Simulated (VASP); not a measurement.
A run of VASP 6.6.1:

INCAR

```
PREC = Accurate
ENCUT = 520
EDIFF = 1E-7
ISMEAR = 0
SIGMA = 0.05
LREAL = False
LASPH = True
NELM = 60
ALGO = Normal
ISIF = 2
LWAVE = False
LCHARG = True
GGA = PE
LELF = True
LVHAR = True
NBANDS = 15
```

KPOINTS

```
Automatic mesh
0
Gamma
  8 8 8
```

POSCAR

```
SrO
1.0
    0.0000000000      2.5312530000      2.6083470000
    2.5312530000      0.0000000000      2.6083470000
    2.5312530000      2.5312530000      0.0000000000
Sr O
1 1
Direct
    0.0000000000      0.0000000000      0.0000000000
    0.5000000000      0.5000000000      0.5000000000
```

Potentials or basis: VASP PAW PBE potentials, release 64 (Sr_sv, O).

The run is started by

```console
$ cat potpaw_PBE.64/Sr_sv/POTCAR potpaw_PBE.64/O/POTCAR > POTCAR
$ mpirun -np 1 vasp_std > vasp.out
```

Hardware: 1 thread of Intel Xeon 6975P-C (shared host).

**Question.** Estimate the wall time of this run.

**Answer.** Wall time 17 s on 1 thread of Intel Xeon 6975P-C, on a shared host, peak memory 0.18 GiB. Counts: scf iterations 15, k points 59.
